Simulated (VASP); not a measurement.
# MgO (Fm-3m) in VASP: a series of runs

The runs below take MgO through relaxation of cell and atoms, single point, with PBE, r2SCAN, HSE06.

All numbers are computed with VASP 6.6.1; they aren't measurements. Logs are shortened: lines on timing, memory, paths and dates and some standing lists are left out, and cuts for length are marked.

### 1 The cell of the first run

Symmetry: Fm-3m, No. 225, cubic system. Conventional cell: a = 4.020 Å, b = 4.020 Å, c = 4.020 Å, α = 90.00°, β = 90.00°, γ = 90.00°. Mg (site symmetry m-3m) has 6 O at 2.01 Å within 2.7 Å. O (site symmetry m-3m) has 6 Mg at 2.01 Å within 2.7 Å.

### 2 Relaxation of cell and atoms, PBE

File INCAR:

```
PREC = Accurate
ENCUT = 600
EDIFF = 1E-6
ISMEAR = -1
SIGMA = 0.02
LREAL = False
LASPH = True
NELM = 80
ALGO = Normal
ISIF = 3
LWAVE = False
LCHARG = False
GGA = PE
IBRION = 2
NSW = 80
EDIFFG = -0.005
```

File KPOINTS:

```
Automatic mesh
0
Gamma
  10 10 10
```

File POSCAR:

```
MgO
1.0
    0.0000000000      2.0097810000      2.0097810000
    2.0097810000      0.0000000000      2.0097810000
    2.0097810000      2.0097810000      0.0000000000
Mg O
1 1
Direct
    0.0000000000      0.0000000000      0.0000000000
    0.5000000000      0.5000000000      0.5000000000
```

Potentials or basis: VASP PAW PBE potentials, release 64 (Mg, O).

Run with:

```sh
$ cat potpaw_PBE.64/Mg/POTCAR potpaw_PBE.64/O/POTCAR > POTCAR
$ mpirun -np 1 vasp_std > vasp.out
```

OUTCAR:

```text
PREC = Accurate
   ENCUT = 600
   EDIFF = 1E-6
   ISMEAR = -1
   LREAL = False
   LASPH = True
   NELM = 80
   ISIF = 3
   GGA = PE
   IBRION = 2
   NSW = 80
   EDIFFG = -0.005

 ion  position               nearest neighbor table
   1  0.000  0.000  0.000-   2 2.01   2 2.01   2 2.01   2 2.01   2 2.01   2 2.01
   2  0.500  0.500  0.500-   1 2.01   1 2.01   1 2.01   1 2.01   1 2.01   1 2.01

  LATTYP: Found a face centered cubic cell.
 ALAT       =     4.0195620000

  Lattice vectors:

 A1 = (   0.0000000000,   2.0097810000,   2.0097810000)
 A2 = (   2.0097810000,   0.0000000000,   2.0097810000)
 A3 = (   2.0097810000,   2.0097810000,   0.0000000000)

Analysis of symmetry for initial positions (statically):
=====================================================================
 Subroutine PRICEL returns:
 Original cell was already a primitive cell.

 Routine SETGRP: Setting up the symmetry group for a
 face centered cubic supercell.

 Subroutine GETGRP returns: Found 48 space group operations
 (whereof 48 operations were pure point group operations)
 out of a pool of 48 trial point group operations.

The static configuration has the point symmetry O_h .

Analysis of symmetry for dynamics (positions and initial velocities):
=====================================================================
 Subroutine PRICEL returns:
 Original cell was already a primitive cell.

 Routine SETGRP: Setting up the symmetry group for a
 face centered cubic supercell.

 Subroutine GETGRP returns: Found 48 space group operations
 (whereof 48 operations were pure point group operations)
 out of a pool of 48 trial point group operations.

The dynamic configuration has the point symmetry O_h .

 Subroutine INISYM returns: Found 48 space group operations
 (whereof 48 operations are pure point group operations),
 and found     1 'primitive' translations

----------------------------------------------------------------------------------------

                                     Primitive cell

  volume of cell :      16.2359

  direct lattice vectors                    reciprocal lattice vectors
     0.000000000  2.009781000  2.009781000    -0.248783325  0.248783325  0.248783325
     2.009781000  0.000000000  2.009781000     0.248783325 -0.248783325  0.248783325
     2.009781000  2.009781000  0.000000000     0.248783325  0.248783325 -0.248783325

  length of vectors
     2.842259548  2.842259548  2.842259548     0.430905359  0.430905359  0.430905359

[... 95 lines left out ...]
   ISMEAR =    -1;   SIGMA  =   0.02  broadening in eV -4-tet -1-fermi 0-gaus
   EFERMI_NEDOS =   21; number of points for ismear=-14 and -15
   IALGO  =     38    algorithm
   IMIX   =      4    mixing-type and parameters
     AMIX     =   0.40;   BMIX     =  1.00
     AMIX_MAG =   1.60;   BMIX_MAG =  1.00
  volume/ion in A,a.u.               =       8.12        54.78
  Fermi-wavevector in a.u.,A,eV,Ry     =   1.293042  2.443496 22.748378  1.671959
  Thomas-Fermi vector in A             =   2.424713
   LORBIT       =      0    0 simple, 1 ext, 2 COOP (PROOUT), +10 PAW based schemes
   GGA     = PE    functional components
   LHFCALC =     F    Hartree Fock is set to
   AEXX    =    0.0000 exact exchange contribution
   IVDW    =     0    specifies the selected vdW correction
   LEPSILON=     F    determine dielectric tensor
   LRPA    =     F    only Hartree local field effects (RPA)
 conjugate gradient relaxation of ions
 non-spin polarized calculation
  energy-cutoff  :      600.00
  volume of cell :       16.24
 maximum number of plane-waves:       552
   NGX = 11   NGY = 11   NGZ = 11

--------------------------------------- Ionic step        1  -------------------------------------------

 number of electron       8.0000000 magnetization

 Free energy of the ion-electron system (eV)
  ---------------------------------------------------
  ext. energy  EPLUGINS =         0.00000000
  ---------------------------------------------------
  free energy    TOTEN  =       -11.63290098 eV

  energy without entropy =      -11.63290098  energy(sigma->0) =      -11.63290098

------------------------ aborting loop because EDIFF is reached ----------------------------------------

  FORCE on cell =-STRESS in cart. coord.  units (eV):
  Direction    XX          YY          ZZ          XY          YZ          ZX
  --------------------------------------------------------------------------------------
  -------------------------------------------------------------------------------------
  Total        3.5537342      3.5537342      3.5537342      0.0000000     -0.0000000     -0.0000000
  in kB      350.6867240    350.6867240    350.6867240      0.0000000     -0.0000000     -0.0000000
  external PRESSURE =     350.6867240 kB  Pullay stress =       0.0000000 kB
[... 131 lines left out ...]
--------------------------------------- Ionic step        5  -------------------------------------------

 number of electron       8.0000004 magnetization

 Free energy of the ion-electron system (eV)
  ---------------------------------------------------
  ext. energy  EPLUGINS =         0.00000000
  ---------------------------------------------------
  free energy    TOTEN  =       -11.90905342 eV

  energy without entropy =      -11.90905342  energy(sigma->0) =      -11.90905342

 E-fermi :   3.4839     XC(G=0): -10.9654

 val. band max:        3.0085426978   @ k =   0.0000   0.0000   0.0000
 cond. band min:       7.5049970420   @ k =   0.0000   0.0000   0.0000
 fundamental gap:      4.4964543441
 Fermi energy:         3.4838993616

 k-point     1 :       0.0000    0.0000    0.0000
  band No.  band energies     occupation
      1     -14.1334      2.00000
      2       3.0085      2.00000
      3       3.0085      2.00000
      4       3.0085      2.00000
      5       7.5050      0.00000
      6      18.6725      0.00000
      7      18.6725      0.00000
      8      18.6725      0.00000
[... 243 lines left out ...]
 k-point    24 :       0.4000    0.3000    0.0000
  band No.  band energies     occupation
      1     -12.9499      2.00000
      2      -0.4887      2.00000
      3       1.7402      2.00000
      4       1.9528      2.00000
      5      12.3469      0.00000
      6      13.1097      0.00000
      7      16.3561      0.00000
      8      20.8722      0.00000

 [... further k-points ...]

------------------------ aborting loop because EDIFF is reached ----------------------------------------

  FORCE on cell =-STRESS in cart. coord.  units (eV):
  Direction    XX          YY          ZZ          XY          YZ          ZX
  --------------------------------------------------------------------------------------
  -------------------------------------------------------------------------------------
  Total        0.0090785      0.0090785      0.0090785      0.0000000      0.0000000      0.0000000
  in kB        0.7600935      0.7600935      0.7600935      0.0000000      0.0000000      0.0000000
  external PRESSURE =       0.7600935 kB  Pullay stress =       0.0000000 kB
[... 17 lines left out ...]
  FREE ENERGIE OF THE ION-ELECTRON SYSTEM (eV)
  ---------------------------------------------------
  free  energy   TOTEN  =       -11.9090534221 eV

  energy  without entropy=      -11.9090534221  energy(sigma->0) =      -11.90905342

 reached required accuracy - stopping structural energy minimisation
```

Wall time 14 s (1 thread of Intel Xeon Platinum 8488C (Sapphire Rapids), shared host); peak memory 0.14 GiB.

What came out:

- Free energy: -11.9091 eV
- Relaxed volume: 9.57 Å³/atom
- Relaxed cell: a = 3.002 Å, b = 3.002 Å, c = 3.002 Å, α = 60.00°, β = 60.00°, γ = 60.00°
- Space group after relaxing (to 0.1 Å): Fm-3m (No. 225)
- Energy gained by relaxing: 138.1 meV/atom
- Ionic steps: 5
- Pressure after relaxing: 0.1 GPa
- Band gap on the k mesh: 4.50 eV

The path:
| step | energy change (eV) | largest force (eV/Å) | pressure (GPa) | volume (Å³) |
| --- | --- | --- | --- | --- |
| 1 | 0.0000 | 0.0000 | 35.07 | 16.24 |
| 2 | -0.2188 | 0.0000 | -10.52 | 20.78 |
| 3 | -0.2761 | 0.0000 | 0.13 | 19.13 |
| 4 | -0.2761 | 0.0000 | -0.35 | 19.19 |
| 5 | -0.2762 | 0.0000 | 0.08 | 19.14 |

Final structure:
```
Mg O
1.0
     0.00000    2.12296    2.12296
     2.12296    0.00000    2.12296
     2.12296    2.12296    0.00000
Mg O
1 1
Direct
  0.00000 0.00000 0.00000
  0.50000 0.50000 0.50000
```

Levels at points of the mesh, in eV from the valence-band top:
| k point | band 1 | band 2 | band 3 | band 4 | band 5 | band 6 | band 7 | band 8 |
| --- | --- | --- | --- | --- | --- | --- | --- | --- |
| (0.00, 0.00, 0.00) | -17.14 | 0.00 | 0.00 | 0.00 | 4.50 | 15.66 | 15.66 | 15.66 |
| (0.50, 0.00, 0.00) | -15.92 | -4.51 | -0.63 | -0.63 | 7.75 | 12.33 | 16.06 | 16.06 |
| (0.50, 0.50, 0.00) | -15.67 | -3.99 | -1.31 | -1.31 | 9.09 | 9.71 | 12.85 | 18.61 |

Caveat: the volume moved by over 15 % at a fixed basis, so the end points are rough.

### 3 Relaxation of cell and atoms, r2SCAN

This run uses another cell than the first one, of 9.62 Å³/atom.

File POSCAR:

```
MgO
1.0
    0.0000000000      2.1267050338      2.1267050338
    2.1267050338      0.0000000000      2.1267050338
    2.1267050338      2.1267050338      0.0000000000
Mg O
1 1
Direct
    0.0000000000      0.0000000000      0.0000000000
    0.5000000000      0.5000000000      0.5000000000
```

File INCAR.step1:

```
  ALGO = Normal
  EDIFF = 1E-4
  ENCUT = 600
  GGA = PE
  ISMEAR = -1
  LASPH = T
  LCHARG = F
  LREAL = F
  LWAVE = T
  NELM = 60
  PREC = Accurate
  SIGMA = 0.02
```

File INCAR.step2:

```
  ALGO = Normal
  EDIFF = 1E-7
  EDIFFG = -0.005
  ENCUT = 600
  IBRION = 2
  ISIF = 3
  ISMEAR = -1
  ISTART = 1
  LASPH = T
  LCHARG = F
  LMIXTAU = T
  LREAL = F
  LWAVE = F
  METAGGA = R2SCAN
  NELM = 60
  NSW = 80
  PREC = Accurate
  SIGMA = 0.02
```

File KPOINTS:

```
k-points
0
Gamma
  10 10 10
```

Potentials or basis: VASP PAW PBE potentials, release 64 (Mg, O).

Run with:

```sh
$ cat potpaw_PBE.64/Mg/POTCAR potpaw_PBE.64/O/POTCAR > POTCAR
$ cp INCAR.step1 INCAR
$ mpirun -np 1 vasp_std > vasp.out
$ cp INCAR.step2 INCAR
$ mpirun -np 1 vasp_std > vasp.out
```

Wall time 57 s (1 thread of Intel Xeon Platinum 8488C (Sapphire Rapids), shared host); peak memory 0.15 GiB.

It converged, with:

```
Free energy                           : -16.1673 eV
Relaxed volume                        : 9.21 Å³/atom
Relaxed cell                          : a = 2.965 Å, b = 2.965 Å, c = 2.965 Å, α = 60.00°, β = 60.00°, γ = 60.00°
Space group after relaxing (to 0.1 Å) : Fm-3m (No. 225)
Energy gained by relaxing             : 8.9 meV/atom
Ionic steps                           : 3
Pressure after relaxing               : 0.0 GPa
Band gap on the k mesh                : 5.75 eV
```

Step by step:
| step | energy change (eV) | largest force (eV/Å) | pressure (GPa) | volume (Å³) |
| --- | --- | --- | --- | --- |
| 1 | 0.0000 | 0.0000 | -6.73 | 19.24 |
| 2 | -0.0152 | 0.0000 | 2.82 | 18.13 |
| 3 | -0.0177 | 0.0000 | 0.01 | 18.42 |

Final structure:
```cif
data_structure
_symmetry_space_group_name_H-M 'P 1'
_symmetry_Int_Tables_number 1
_cell_length_a 2.9646
_cell_length_b 2.9646
_cell_length_c 2.9646
_cell_angle_alpha 60.000
_cell_angle_beta 60.000
_cell_angle_gamma 60.000
_cell_volume 18.42
loop_
_atom_site_label
_atom_site_type_symbol
_atom_site_fract_x
_atom_site_fract_y
_atom_site_fract_z
_atom_site_occupancy
Mg1 Mg 0.00000 0.00000 0.00000 1
O1 O 0.50000 0.50000 0.50000 1
```

Levels at points of the mesh, in eV from the valence-band top:
| k point | band 1 | band 2 | band 3 | band 4 | band 5 | band 6 | band 7 | band 8 |
| --- | --- | --- | --- | --- | --- | --- | --- | --- |
| (0.00, 0.00, 0.00) | -18.27 | 0.00 | 0.00 | 0.00 | 5.75 | 16.92 | 16.92 | 16.92 |
| (0.50, 0.00, 0.00) | -16.99 | -4.67 | -0.69 | -0.69 | 8.90 | 13.97 | 17.57 | 17.57 |
| (0.50, 0.50, 0.00) | -16.73 | -4.16 | -1.39 | -1.39 | 10.06 | 11.22 | 14.45 | 20.59 |

Caveat: the PAW data sets were made with another functional, which shifts forces and pressure a little.

### 4 Single point, HSE06

This run uses another cell than the first one, of 9.29 Å³/atom.

File POSCAR:

```
MgO
1.0
    0.0000000000      2.1021674167      2.1021674167
    2.1021674167      0.0000000000      2.1021674167
    2.1021674167      2.1021674167      0.0000000000
Mg O
1 1
Direct
    0.0000000000      0.0000000000      0.0000000000
    0.5000000000      0.5000000000      0.5000000000
```

File INCAR.step1:

```
SYSTEM = MgO
PREC = Accurate
ENCUT = 520
EDIFF = 1E-5
ISMEAR = 0
SIGMA = 0.01
LREAL = .False.
LASPH = .True.
NELM = 80
ALGO = Normal
ISIF = 2
LWAVE = .True.
LCHARG = .False.
GGA = PE
NBANDS = 11
```

File INCAR.step2:

```
SYSTEM = MgO
PREC = Accurate
ENCUT = 520
EDIFF = 1E-6
ISMEAR = 0
SIGMA = 0.01
LREAL = .False.
LASPH = .True.
NELM = 80
ALGO = Normal
ISIF = 2
LWAVE = .False.
LCHARG = .False.
GGA = PE
LHFCALC = .True.
HFSCREEN = 0.2079
PRECFOCK = Normal
ISTART = 1
NBANDS = 11
```

File KPOINTS:

```
Automatic mesh
0
Gamma
  8 8 8
  0 0 0
```

Potentials or basis: VASP PAW PBE potentials, release 64 (Mg, O).

Run with:

```sh
$ cat potpaw_PBE.64/Mg/POTCAR potpaw_PBE.64/O/POTCAR > POTCAR
$ cp INCAR.step1 INCAR
$ mpirun -np 1 vasp_std > vasp.out
$ cp INCAR.step2 INCAR
$ mpirun -np 1 vasp_std > vasp.out
```

OUTCAR:

```text
SYSTEM = MgO
   PREC = Accurate
   ENCUT = 520
   EDIFF = 1E-6
   ISMEAR = 0
   LREAL = .False.
   LASPH = .True.
   NELM = 80
   ISIF = 2
   GGA = PE
   LHFCALC = .True.
   HFSCREEN = 0.2079
   PRECFOCK = Normal
   ISTART = 1

 ion  position               nearest neighbor table
   1  0.000  0.000  0.000-   2 2.10   2 2.10   2 2.10   2 2.10   2 2.10   2 2.10
   2  0.500  0.500  0.500-   1 2.10   1 2.10   1 2.10   1 2.10   1 2.10   1 2.10

  LATTYP: Found a face centered cubic cell.
 ALAT       =     4.2043348334

  Lattice vectors:

 A1 = (   0.0000000000,   2.1021674167,   2.1021674167)
 A2 = (   2.1021674167,   0.0000000000,   2.1021674167)
 A3 = (   2.1021674167,   2.1021674167,   0.0000000000)

Analysis of symmetry for initial positions (statically):
=====================================================================
 Subroutine PRICEL returns:
 Original cell was already a primitive cell.

 Routine SETGRP: Setting up the symmetry group for a
 face centered cubic supercell.

 Subroutine GETGRP returns: Found 48 space group operations
 (whereof 48 operations were pure point group operations)
 out of a pool of 48 trial point group operations.

The static configuration has the point symmetry O_h .
[... 182 lines left out ...]
      4       1.9803      2.00000
      5       8.4762      0.00000
      6      19.7648      0.00000
      7      19.7648      0.00000
      8      19.7648      0.00000
      9      23.7081      0.00000
     10      25.6478      0.00000
     11      25.6478      0.00000
[... 309 lines left out ...]
 k-point    24 :      -0.3750    0.2500    0.1250
  band No.  band energies     occupation
      1     -15.3506      2.00000
      2      -2.3145      2.00000
      3      -0.1008      2.00000
      4       0.9021      2.00000
      5      13.5721      0.00000
      6      16.3836      0.00000
      7      17.5274      0.00000
      8      21.0831      0.00000
      9      24.7260      0.00000
     10      26.4089      0.00000
     11      30.4572      0.00000

 [... further k-points ...]

------------------------ aborting loop because EDIFF is reached ----------------------------------------

  FORCE on cell =-STRESS in cart. coord.  units (eV):
  Direction    XX          YY          ZZ          XY          YZ          ZX
  --------------------------------------------------------------------------------------
  -------------------------------------------------------------------------------------
  Total       -0.0749277     -0.0749277     -0.0749277      0.0000000     -0.0000000      0.0000000
  in kB       -6.4613151     -6.4613151     -6.4613151      0.0000000     -0.0000000      0.0000000
  external PRESSURE =      -6.4613151 kB  Pullay stress =       0.0000000 kB

 VOLUME and BASIS-vectors are now :
 -----------------------------------------------------------------------------
  energy-cutoff  :      520.00
  volume of cell :       18.58
      direct lattice vectors                 reciprocal lattice vectors
     0.000000000  2.102167417  2.102167417    -0.237849753  0.237849753  0.237849753
     2.102167417  0.000000000  2.102167417     0.237849753 -0.237849753  0.237849753
     2.102167417  2.102167417  0.000000000     0.237849753  0.237849753 -0.237849753

 POSITION                                       TOTAL-FORCE (eV/Angst)
 -----------------------------------------------------------------------------------
      0.00000      0.00000      0.00000         0.000000      0.000000      0.000000
      2.10217      2.10217      2.10217        -0.000000     -0.000000      0.000000
 -----------------------------------------------------------------------------------
    total drift:                               -0.000000     -0.000000     -0.000000

  FREE ENERGIE OF THE ION-ELECTRON SYSTEM (eV)
  ---------------------------------------------------
  free  energy   TOTEN  =       -14.2102307808 eV

  energy  without entropy=      -14.2102307808  energy(sigma->0) =      -14.21023078
```

It took 23 min on 1 thread of Intel Xeon Platinum 8488C (Sapphire Rapids), shared host; peak memory 0.26 GiB.

Results:

| Item | Value |
| --- | --- |
| Free energy | -14.2102 eV |
| Pressure | -0.6 GPa |
| Band gap on the k mesh | 6.50 eV |

Levels at points of the mesh, in eV from the valence-band top:
| k point | band 1 | band 2 | band 3 | band 4 | band 5 | band 6 | band 7 | band 8 | band 9 |
| --- | --- | --- | --- | --- | --- | --- | --- | --- | --- |
| (0.00, 0.00, 0.00) | -18.85 | 0.00 | 0.00 | 0.00 | 6.50 | 17.78 | 17.78 | 17.78 | 21.73 |
| (0.50, 0.00, 0.00) | -17.49 | -4.95 | -0.72 | -0.72 | 9.71 | 14.93 | 18.38 | 18.38 | 23.12 |
| (0.50, 0.50, 0.00) | -17.21 | -4.41 | -1.48 | -1.48 | 10.86 | 11.91 | 15.42 | 21.46 | 21.46 |

Caveat: the PAW data sets were made with another functional, which shifts forces and pressure a little.

### 5 The runs side by side

```csv
task,level,cell,k mesh,cutoff (eV),smearing,grid for exact exchange (PRECFOCK),share of exact exchange,screening parameter,gap on the mesh (eV),pressure (GPa),relaxed volume (Å³/atom)
relaxation of cell and atoms,PBE,"relaxed from a = 2.842 Å, angles 60.0°, 2 atoms",10 × 10 × 10,600,fermi-dirac 0.02 eV,-,-,-,4.50,0.1,9.57
relaxation of cell and atoms,r2SCAN,"relaxed from a = 3.008 Å, angles 60.0°, 2 atoms",10 × 10 × 10,600,fermi-dirac 0.02 eV,-,-,-,5.75,0.0,9.21
single point,HSE06,"a = 2.973 Å, angles 60.0°, 2 atoms",8 × 8 × 8,520,gaussian 0.01 eV,Normal,0.25,0.2079 1/Å,6.50,-0.6,-
```

Alike in all rows: potentials or basis VASP PAW PBE potentials, release 64 (Mg, O); no spin polarisation.

Caveats: the PAW data sets were made with another functional, which shifts forces and pressure a little (at least some runs); the volume moved by over 15 % at a fixed basis, so the end points are rough (at least some runs).

Total energies depend on the potentials used, so only differences within one code and one set of settings carry meaning.
